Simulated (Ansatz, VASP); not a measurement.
MgSi4N: VASP beside Ansatz

```
Mg Si N
1.0
     4.76838    0.00000    0.00000
     0.00000    4.76838    0.00000
     0.00000    0.00000    4.76838
Mg Si N
1 4 1
Direct
  0.00000 0.00000 0.00000
  0.77190 0.77190 0.77190
  0.22810 0.22810 0.77190
  0.22810 0.77190 0.22810
  0.77190 0.22810 0.22810
  0.50000 0.50000 0.50000
```

Alike in both runs: task relaxation of cell and atoms; functional PBE; k mesh 4 × 4 × 4; occupations gaussian, width 0.1 eV; no spin polarisation.

|  | VASP | Ansatz |
| --- | --- | --- |
| version | VASP 6.6.1 | Ansatz 0.2.0 |
| potentials or method | VASP PAW PBE potentials, release 64 (Mg, Si, N), cutoff 600 eV | scalar-relativistic, plane waves, PAW |
| valence electrons in the cell | 23 | 31 |

|  | VASP | Ansatz | Ansatz less VASP |
| --- | --- | --- | --- |
| gap on the k mesh at the Fermi level, each at its own relaxed structure (eV) | none | none | - |
| relaxed volume (Å³/atom) | 19.47 | 19.45 | -0.020 |
| relaxed cell length with the largest relative difference (Å) | 4.888 | 4.886 | -0.0016 |

A gap of «none» marks a metal or a gap that the smearing closes. VASP's potentials hold 23 valence electrons a cell and Ansatz's 31, so a difference there can come from the potentials and not from the codes.
